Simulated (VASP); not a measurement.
# CuO (P4/nmm) in VASP: settings compared

CuO is run at these levels: RPBE, PBE; tasks: single point.

All numbers are computed with VASP 6.6.1; they aren't measurements. Logs are shortened: lines on timing, memory, paths and dates and some standing lists are left out, and cuts for length are marked.

## 1. The cell of the first run

Symmetry: P4/nmm, No. 129, tetragonal system. Conventional cell: a = 3.175 Å, b = 3.175 Å, c = 4.650 Å, α = 90.00°, β = 90.00°, γ = 90.00°. Cu (site symmetry -4m2) has 4 O at 2.02 Å and 4 Cu at 2.25 Å within 2.7 Å. Within 2.7 Å of O (site symmetry 4mm) lie 4 Cu at 2.02 Å.

## 2. Single point, RPBE

File INCAR:

```
ALGO = Normal
EDIFF = 1E-6
ENCUT = 700
GGA = RP
GGA_COMPAT = False
ISIF = 2
ISMEAR = -1
LASPH = True
LCHARG = False
LREAL = False
LWAVE = False
NBANDS = 33
NELM = 120
PREC = Accurate
SIGMA = 0.05
```

File KPOINTS:

```
k-points
0
Gamma
  5 5 4
```

File POSCAR:

```
CuO
1.0
    3.1754955000      0.0000000000      0.0000000000
    0.0000000000      3.1754955000      0.0000000000
    0.0000000000      0.0000000000      4.6495318700
Cu O
2 2
Direct
    0.0000000000      0.0000000000      0.0000000000
    0.5000000000      0.5000000000      0.0000000000
    0.5000000000      0.0000000000      0.2670000000
    0.0000000000      0.5000000000      0.7330000000
```

Potentials or basis: VASP PAW PBE potentials, release 64 (Cu_sv_GW, O).

Started as:

```
$ cat potpaw_PBE.64/Cu_sv_GW/POTCAR potpaw_PBE.64/O/POTCAR > POTCAR
$ mpirun -np 1 vasp_std > vasp.out
```

OUTCAR:

```text
EDIFF = 1E-6
   ENCUT = 700
   GGA = RP
   ISIF = 2
   ISMEAR = -1
   LASPH = True
   LREAL = False
   NELM = 120
   PREC = Accurate

 ion  position               nearest neighbor table
   1  0.000  0.000  0.000-   3 2.02   4 2.02   4 2.02   3 2.02   2 2.25   2 2.25   2 2.25   2 2.25

   2  0.500  0.500  0.000-   3 2.02   4 2.02   3 2.02   4 2.02   1 2.25   1 2.25   1 2.25   1 2.25

   3  0.500  0.000  0.267-   1 2.02   2 2.02   2 2.02   1 2.02
   4  0.000  0.500  0.733-   1 2.02   2 2.02   1 2.02   2 2.02

  LATTYP: Found a simple tetragonal cell.
 ALAT       =     3.1754955000
 C/A-ratio  =     1.4641909806

  Lattice vectors:

 A1 = (   3.1754955000,   0.0000000000,   0.0000000000)
 A2 = (   0.0000000000,   3.1754955000,   0.0000000000)
 A3 = (   0.0000000000,   0.0000000000,   4.6495318700)

Analysis of symmetry for initial positions (statically):
=====================================================================
 Subroutine PRICEL returns:
 Original cell was already a primitive cell.

 Routine SETGRP: Setting up the symmetry group for a
 simple tetragonal supercell.

 Subroutine GETGRP returns: Found 16 space group operations
 (whereof  8 operations were pure point group operations)
 out of a pool of 16 trial point group operations.

The static configuration has the point symmetry D_2d.
 The point group associated with its full space group is D_4h.

Analysis of symmetry for dynamics (positions and initial velocities):
=====================================================================
 Subroutine PRICEL returns:
 Original cell was already a primitive cell.

 Routine SETGRP: Setting up the symmetry group for a
 simple tetragonal supercell.

 Subroutine GETGRP returns: Found 16 space group operations
 (whereof  8 operations were pure point group operations)
 out of a pool of 16 trial point group operations.

The dynamic configuration has the point symmetry D_2d.
 The point group associated with its full space group is D_4h.

 Subroutine INISYM returns: Found 16 space group operations
 (whereof  8 operations are pure point group operations),
 and found     1 'primitive' translations

----------------------------------------------------------------------------------------

                                     Primitive cell

  volume of cell :      46.8848

  direct lattice vectors                    reciprocal lattice vectors
     3.175495500  0.000000000  0.000000000     0.314911484  0.000000000  0.000000000
     0.000000000  3.175495500  0.000000000     0.000000000  0.314911484  0.000000000
     0.000000000  0.000000000  4.649531870     0.000000000  0.000000000  0.215075416

  length of vectors
     3.175495500  3.175495500  4.649531870     0.314911484  0.314911484  0.215075416

  position of ions in fractional coordinates (direct lattice)
     0.000000000  0.000000000  0.000000000
     0.500000000  0.500000000  0.000000000
     0.500000000  0.000000000  0.267000000
     0.000000000  0.500000000  0.733000000

  ion indices of the primitive-cell ions
   primitive index   ion index
                 1           1
                 2           2
                 3           3
                 4           4

----------------------------------------------------------------------------------------

 KPOINTS: k-points

Automatic generation of k-mesh.
 Grid dimensions read from file:
 generate k-points for:    5    5    4

 Generating k-lattice:

  Cartesian coordinates                     Fractional coordinates (reciprocal lattice)
     0.062982297  0.000000000  0.000000000     0.200000000  0.000000000  0.000000000
     0.000000000  0.062982297  0.000000000     0.000000000  0.200000000  0.000000000
     0.000000000  0.000000000  0.053768854     0.000000000  0.000000000  0.250000000

  Length of vectors
     0.062982297  0.062982297  0.053768854

  Shift w.r.t. Gamma in fractional coordinates (k-lattice)
     0.000000000  0.000000000  0.000000000

 Subroutine IBZKPT returns following result:
 ===========================================

 Found     18 irreducible k-points:

 Following reciprocal coordinates:
            Coordinates               Weight
  0.000000  0.000000  0.000000      1.000000
  0.200000  0.000000  0.000000      4.000000
  0.400000  0.000000  0.000000      4.000000
  0.200000  0.200000  0.000000      4.000000
  0.400000  0.200000  0.000000      8.000000
  0.400000  0.400000  0.000000      4.000000
[... 10 lines left out ...]
  0.400000  0.200000  0.500000      8.000000
  0.400000  0.400000  0.500000      4.000000
   k-points           NKPTS =     18   k-points in BZ     NKDIM =     18   number of bands    NBANDS=     33
   number of dos      NEDOS =    301   number of ions     NIONS =      4
   total plane-waves  NPLWV =  31360
   dimension x,y,z NGX =    28 NGY =   28 NGZ =   40
   dimension x,y,z NGXF=    56 NGYF=   56 NGZF=   80
   ions per type =               2   2
   NGX,Y,Z   is equivalent  to a cutoff of  14.66, 14.66, 14.30 a.u.
   NGXF,Y,Z  is equivalent  to a cutoff of  29.32, 29.32, 28.60 a.u.
 SYSTEM =  unknown system
   PREC   = accura    normal or accurate (medium, high low for compatibility)
   ISTART =      0    job   : 0-new  1-cont  2-samecut
   ICHARG =      2    charge: 1-file 2-atom 10-const
   ISPIN  =      1    spin polarized calculation?
   LNONCOLLINEAR =      F non collinear calculations
   LSORBIT =      F    spin-orbit coupling
   LASPH  =      T    aspherical Exc in radial PAW
   ENCUT  =  700.0 eV  51.45 Ry    7.17 a.u.   6.85  6.85 10.03*2*pi/ulx,y,z
   NELM   =    120;   NELMIN=  2; NELMDL= -5     # of ELM steps
   EDIFF  = 0.1E-05   stopping-criterion for ELM
   LREAL  =      F    real-space projection
   EDIFFG = 0.1E-04   stopping-criterion for IOM
   NSW    =      0    number of steps for IOM
   IBRION =     -1    ionic relax: 0-MD 1-quasi-New 2-CG
   NFREE  =      0    steps in history (QN), initial steepest desc. (CG)
   ISIF   =      2    stress and relaxation
   ISYM   =      2    0-nonsym 1-usesym 2-fastsym
   POTIM  = 0.5000    time-step for ionic-motion
   TEBEG  =    0.0;   TEEND  =   0.0 temperature during run
   PSTRESS=    0.0 pullay stress
   NELECT =      50.0000    total number of electrons
   NUPDOWN=      -1.0000    fix difference up-down
   EMIN   =  10.00;   EMAX   =-10.00  energy-range for DOS
   EFERMI =   0.00;   METHOD = LEGACY
   ISMEAR =    -1;   SIGMA  =   0.05  broadening in eV -4-tet -1-fermi 0-gaus
   EFERMI_NEDOS =   21; number of points for ismear=-14 and -15
   IALGO  =     38    algorithm
   IMIX   =      4    mixing-type and parameters
     AMIX     =   0.40;   BMIX     =  1.00
     AMIX_MAG =   1.60;   BMIX_MAG =  1.00
  volume/ion in A,a.u.               =      11.72        79.10
  Fermi-wavevector in a.u.,A,eV,Ry     =   1.672582  3.160722 38.062714  2.797531
  Thomas-Fermi vector in A             =   2.757704
   LORBIT       =      0    0 simple, 1 ext, 2 COOP (PROOUT), +10 PAW based schemes
   GGA     = RP    functional components
   LHFCALC =     F    Hartree Fock is set to
   AEXX    =    0.0000 exact exchange contribution
   IVDW    =     0    specifies the selected vdW correction
   LEPSILON=     F    determine dielectric tensor
   LRPA    =     F    only Hartree local field effects (RPA)
 non-spin polarized calculation
  energy-cutoff  :      700.00
  volume of cell :       46.88
 maximum number of plane-waves:      2004
 NGX is ok and might be reduce to    28
   NGX = 13   NGY = 13   NGZ = 21

 number of electron      49.9999984 magnetization

 Free energy of the ion-electron system (eV)
  ---------------------------------------------------
  ext. energy  EPLUGINS =         0.00000000
  ---------------------------------------------------
  free energy    TOTEN  =       -14.59720275 eV

  energy without entropy =      -14.53780294  energy(sigma->0) =      -14.56750285

 E-fermi :   3.2794     XC(G=0): -10.7266

 val. band max:        3.2660878802   @ k =   0.4000   0.0000   0.5000
 cond. band min:       3.3139370476   @ k =   0.4000   0.0000   0.2500
 fundamental gap:      0.0478491673
 Fermi energy:         3.2794397759

 k-point     1 :       0.0000    0.0000    0.0000
  band No.  band energies     occupation
      1    -109.3506      2.00000
      2    -109.2968      2.00000
      3     -66.7580      2.00000
      4     -66.7580      2.00000
      5     -66.6617      2.00000
      6     -66.6156      2.00000
[... 25 lines left out ...]
     32      15.8140      0.00000
     33      18.3848      0.00000

 k-point     2 :       0.2000    0.0000    0.0000
  band No.  band energies     occupation
      1    -109.3457      2.00000
      2    -109.3019      2.00000
      3     -66.7394      2.00000
      4     -66.7378      2.00000
      5     -66.6577      2.00000
      6     -66.6198      2.00000
[... 25 lines left out ...]
     32      17.3363      0.00000
     33      17.7268      0.00000

 k-point     3 :       0.4000    0.0000    0.0000
  band No.  band energies     occupation
      1    -109.3319      2.00000
      2    -109.3150      2.00000
      3     -66.6884      2.00000
      4     -66.6841      2.00000
      5     -66.6455      2.00000
      6     -66.6310      2.00000
[... 25 lines left out ...]
     32      16.7752      0.00000
     33      17.3125      0.00000

 k-point     4 :       0.2000    0.2000    0.0000
  band No.  band energies     occupation
      1    -109.3413      2.00000
      2    -109.3059      2.00000
      3     -66.7675      2.00000
      4     -66.6780      2.00000
      5     -66.6536      2.00000
      6     -66.6285      2.00000
[... 457 lines left out ...]
     32      17.2174      0.00000
     33      19.2874      0.00000

 k-point    17 :       0.4000    0.2000    0.5000
  band No.  band energies     occupation
      1    -109.3305      2.00000
      2    -109.3168      2.00000
      3     -66.7536      2.00000
      4     -66.7006      2.00000
      5     -66.6444      2.00000
      6     -66.6325      2.00000
[... 25 lines left out ...]
     32      16.7444      0.00000
     33      18.8385      0.00000

 k-point    18 :       0.4000    0.4000    0.5000
  band No.  band energies     occupation
      1    -109.3265      2.00000
      2    -109.3209      2.00000
      3     -66.7829      2.00000
      4     -66.7630      2.00000
      5     -66.6406      2.00000
      6     -66.6361      2.00000
[... 25 lines left out ...]
     32      16.8141      0.00000
     33      17.9195      0.00000

------------------------ aborting loop because EDIFF is reached ----------------------------------------

  FORCE on cell =-STRESS in cart. coord.  units (eV):
  Direction    XX          YY          ZZ          XY          YZ          ZX
  --------------------------------------------------------------------------------------
  -------------------------------------------------------------------------------------
  Total        9.3409795      9.3409795     -1.9230760      0.0000000      0.0000000      0.0000000
  in kB      319.2057952    319.2057952    -65.7165567      0.0000000      0.0000000      0.0000000
  external PRESSURE =     190.8983445 kB  Pullay stress =       0.0000000 kB

 VOLUME and BASIS-vectors are now :
 -----------------------------------------------------------------------------
  energy-cutoff  :      700.00
  volume of cell :       46.88
      direct lattice vectors                 reciprocal lattice vectors
     3.175495500  0.000000000  0.000000000     0.314911484  0.000000000  0.000000000
     0.000000000  3.175495500  0.000000000     0.000000000  0.314911484  0.000000000
     0.000000000  0.000000000  4.649531870     0.000000000  0.000000000  0.215075416

 POSITION                                       TOTAL-FORCE (eV/Angst)
 -----------------------------------------------------------------------------------
      0.00000      0.00000      0.00000         0.000000      0.000000      0.000000
      1.58775      1.58775      0.00000         0.000000     -0.000000      0.000000
      1.58775      0.00000      1.24143        -0.000000      0.000000     -0.647253
      0.00000      1.58775      3.40811         0.000000     -0.000000      0.647253
 -----------------------------------------------------------------------------------
    total drift:                                0.000000      0.000000     -0.000000

  FREE ENERGIE OF THE ION-ELECTRON SYSTEM (eV)
  ---------------------------------------------------
  free  energy   TOTEN  =       -14.5972027537 eV

  energy  without entropy=      -14.5378029379  energy(sigma->0) =      -14.56750285
```

It took 38 s on 1 thread of Intel Xeon Platinum 8488C (Sapphire Rapids), shared host; peak memory 0.21 GiB.

Results:

```yaml
Free_energy: -14.5972 eV
Pressure: 19.1 GPa
Largest_force: 0.647 eV/Å
Band_gap_on_the_k_mesh: zero (band 25 reaches 3.71 eV, above the bottom of band 26 at 2.92 eV)
```

Forces on the atoms (eV/Å):
```
Cu   0.000  0.000  0.000
Cu   0.000  0.000  0.000
O    0.000  0.000 -0.647
O    0.000  0.000  0.647
```

Stress tensor (GPa, compression positive):
```
31.92  0.00  0.00
 0.00 31.92  0.00
 0.00  0.00 -6.57
```

Caveat: the k points lie up to 0.40 Å⁻¹ apart; the PAW data sets were made with another functional, which shifts forces and pressure a little; semilocal functionals often make such compounds metallic where correlation or magnetic order opens a gap, which also shifts bond lengths.

(Continued in part 2 of 3.)
